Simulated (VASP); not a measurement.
# ZnCd3Se2: single point with PBE

ZnCd3Se2:

```
Zn Cd Se
1.0
     6.48519    0.00000    0.00000
    -3.24259    5.61634    0.00000
     0.00000    0.00000    3.81206
Zn Cd Se
1 3 2
Direct
  0.00000 0.00000 0.50000
  0.00000 0.50000 0.00000
  0.50000 0.00000 0.00000
  0.50000 0.50000 0.00000
  0.33333 0.66667 0.50000
  0.66667 0.33333 0.50000
```

The cell was built from a structure type or drawn by symmetry, and may not be a known phase.

```
Program             : VASP 6.6.1
Task                : single point
Functional          : PBE
Potentials or basis : VASP PAW PBE potentials, release 64 (Zn, Cd, Se)
Cutoff              : 520 eV
k mesh              : 3 × 3 × 4
Occupations         : gaussian, width 0.1 eV
Spin                : no spin polarisation
```

The pressure is 12.4 GPa and the band gap on the k mesh is zero (bands 30 and 31 overlap by 1.93 eV).

Stress tensor (GPa, compression positive):
```
10.72  0.00  0.00
 0.00 10.72  0.00
 0.00  0.00 15.89
```

Levels at points of the mesh, in eV from the Fermi level:
```csv
k point,band 26,band 27,band 28,band 29,band 30,band 31,band 32,band 33,band 34,band 35
"(0.00, 0.00, 0.00)",-4.49,-4.32,-4.20,-1.26,-0.75,0.69,0.69,1.38,3.92,3.92
"(0.00, 0.00, 0.50)",-5.19,-2.49,-2.18,-2.18,-1.40,-1.40,0.22,0.22,0.36,3.27
```

Run time: 56 s on 1 thread of Intel Xeon 8259CL, with other jobs on the host, peak memory 0.26 GiB.

Caveat: the k points lie up to 0.41 Å⁻¹ apart, too coarse for converged energies and pressures of a metal.
